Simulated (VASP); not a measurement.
# Al (Fm-3m) in VASP: further runs, part 2 of 2

VASP 6.6.1.

## Step 3: Relaxation of cell and atoms, PBEsol

This run uses another cell than the first one, of 16.60 Å³/atom, 1.031 times its volume.

Contents of INCAR:

```
SYSTEM = Al
  PREC = Accurate
  ENCUT = 500
  EDIFF = 1E-7
  ISMEAR = 1
  SIGMA = 0.1
  LREAL = .FALSE.
  LASPH = .TRUE.
  NELM = 120
  ALGO = Normal
  ISIF = 3
  LWAVE = .FALSE.
  LCHARG = .FALSE.
  GGA = PS
  IBRION = 2
  NSW = 80
  EDIFFG = -0.03
  GGA_COMPAT = .FALSE.
  NELMIN = 4
```

Contents of KPOINTS:

```
Automatic mesh
0
G
  10 10 10
  0 0 0
```

Contents of POSCAR:

```
Al
1.0
    0.0000000000      2.0248100000      2.0248100000
    2.0248100000      0.0000000000      2.0248100000
    2.0248100000      2.0248100000      0.0000000000
Al
1
Direct
    0.0000000000      0.0000000000      0.0000000000
```

Potentials or basis: VASP PAW PBE potentials, release 64 (Al).

Run with:

```
> cat potpaw_PBE.64/Al/POTCAR > POTCAR
> mpirun -np 1 vasp_std > vasp.out
```

OUTCAR:

```text
SYSTEM = Al
   PREC = Accurate
   ENCUT = 500
   EDIFF = 1E-7
   ISMEAR = 1
   LREAL = .FALSE.
   LASPH = .TRUE.
   NELM = 120
   ISIF = 3
   GGA = PS
   IBRION = 2
   NSW = 80
   EDIFFG = -0.03
   NELMIN = 4

 ion  position               nearest neighbor table
   1  0.000  0.000  0.000-

  LATTYP: Found a face centered cubic cell.
 ALAT       =     4.0496200000

  Lattice vectors:

[... 418 lines left out ...]
      3      12.1739      0.00000
      4      14.7806      0.00000
      5      16.0692      0.00000

 [... further k-points ...]

------------------------ aborting loop because EDIFF is reached ----------------------------------------

  FORCE on cell =-STRESS in cart. coord.  units (eV):
  Direction    XX          YY          ZZ          XY          YZ          ZX
  --------------------------------------------------------------------------------------
  -------------------------------------------------------------------------------------
  Total        0.0094388      0.0094388      0.0094388     -0.0000000     -0.0000000     -0.0000000
  in kB        0.9402903      0.9402903      0.9402903     -0.0000000     -0.0000000     -0.0000000
  external PRESSURE =       0.9402903 kB  Pullay stress =       0.0000000 kB

 VOLUME and BASIS-vectors are now :
 -----------------------------------------------------------------------------
  energy-cutoff  :      500.00
  volume of cell :       16.08
      direct lattice vectors                 reciprocal lattice vectors
     0.000000000  2.003452254  2.003452254    -0.249569212  0.249569212  0.249569212
     2.003452254 -0.000000000  2.003452254     0.249569212 -0.249569212  0.249569212
     2.003452254  2.003452254  0.000000000     0.249569212  0.249569212 -0.249569212

 POSITION                                       TOTAL-FORCE (eV/Angst)
 -----------------------------------------------------------------------------------
      2.00345      4.00690      2.00345         0.000000     -0.000000     -0.000000
 -----------------------------------------------------------------------------------
    total drift:                                0.000000      0.000000     -0.000000

  FREE ENERGIE OF THE ION-ELECTRON SYSTEM (eV)
  ---------------------------------------------------
  free  energy   TOTEN  =        -4.0724478003 eV

  energy  without entropy=       -4.0717374829  energy(sigma->0) =       -4.07221103

 reached required accuracy - stopping structural energy minimisation
```

OSZICAR:

```text
N       E                     dE             d eps       ncg     rms          rms(c)
DAV:   1    -0.187606811830E+01   -0.18761E+01   -0.83727E+02   495   0.312E+02
DAV:   2    -0.407288260175E+01   -0.21968E+01   -0.20766E+01   585   0.303E+01
DAV:   3    -0.409795774723E+01   -0.25075E-01   -0.25064E-01   650   0.367E+00
DAV:   4    -0.409802699174E+01   -0.69245E-04   -0.69245E-04   605   0.207E-01
DAV:   5    -0.409802755234E+01   -0.56060E-06   -0.56023E-06   660   0.156E-02    0.139E+00
DAV:   6    -0.408064421497E+01    0.17383E-01   -0.23913E-03   550   0.324E-01    0.788E-01
DAV:   7    -0.406902469942E+01    0.11620E-01   -0.64079E-03   570   0.511E-01    0.164E-01
DAV:   8    -0.406900982590E+01    0.14874E-04   -0.31112E-05   605   0.585E-02    0.696E-03
DAV:   9    -0.406900890874E+01    0.91716E-06   -0.71271E-07   625   0.582E-03    0.156E-03
DAV:  10    -0.406900860292E+01    0.30582E-06   -0.55161E-09   455   0.771E-04    0.110E-03
DAV:  11    -0.406900856301E+01    0.39909E-07   -0.38536E-10   315   0.180E-04
   1 F= -.40690086E+01 E0= -.40685102E+01  d E =-.406901E+01
       N       E                     dE             d eps       ncg     rms          rms(c)
DAV:   1    -0.407292200377E+01   -0.39134E-02   -0.50239E-02   580   0.144E+00    0.200E-01
DAV:   2    -0.407264054878E+01    0.28145E-03   -0.33576E-04   500   0.154E-01    0.742E-02
DAV:   3    -0.407245926460E+01    0.18128E-03   -0.75614E-05   560   0.517E-02    0.260E-02
DAV:   4    -0.407244770456E+01    0.11560E-04   -0.65707E-06   610   0.152E-02    0.160E-02
DAV:   5    -0.407244780568E+01   -0.10112E-06   -0.55919E-08   395   0.243E-03    0.533E-04
DAV:   6    -0.407244780025E+01    0.54280E-08   -0.27224E-09   280   0.471E-04
   2 F= -.40724478E+01 E0= -.40722110E+01  d E =-.343924E-02
```

Wall time 3.5 s (1 thread of Intel Xeon 6975P-C (Granite Rapids), shared host); peak memory 0.13 GiB.

What came out:

| Quantity | Value |
| --- | --- |
| Free energy | -4.0724 eV |
| Relaxed volume | 16.08 Å³/atom |
| Relaxed cell | a = 2.833 Å, b = 2.833 Å, c = 2.833 Å, α = 60.00°, β = 60.00°, γ = 60.00° |
| Space group after relaxing (to 0.05 Å) | Fm-3m (No. 225) |
| Energy gained by relaxing | 3.4 meV/atom |
| Ionic steps | 2 |
| Pressure after relaxing | 0.1 GPa |

The path:
| step | energy change (eV) | largest force (eV/Å) | pressure (GPa) | volume (Å³) |
| --- | --- | --- | --- | --- |
| 1 | 0.0000 | 0.0000 | -2.11 | 16.60 |
| 2 | -0.0034 | 0.0000 | 0.09 | 16.08 |

Final structure:
```
Al
1.0
     0.00000    2.00345    2.00345
     2.00345    0.00000    2.00345
     2.00345    2.00345    0.00000
Al
1
Cartesian
  2.0035 4.0069 2.0035
```

Levels at points of the mesh, in eV from the Fermi level:
```csv
k point,band 1,band 2,band 3,band 4
"(0.00, 0.00, 0.00)",-11.43,12.62,12.62,12.62
"(0.50, 0.00, 0.00)",-4.82,-4.53,11.43,11.43
"(0.50, 0.50, 0.00)",-3.10,-1.73,5.14,5.59
```

Caveat: the PAW data sets were made with another functional, which shifts forces and pressure a little.
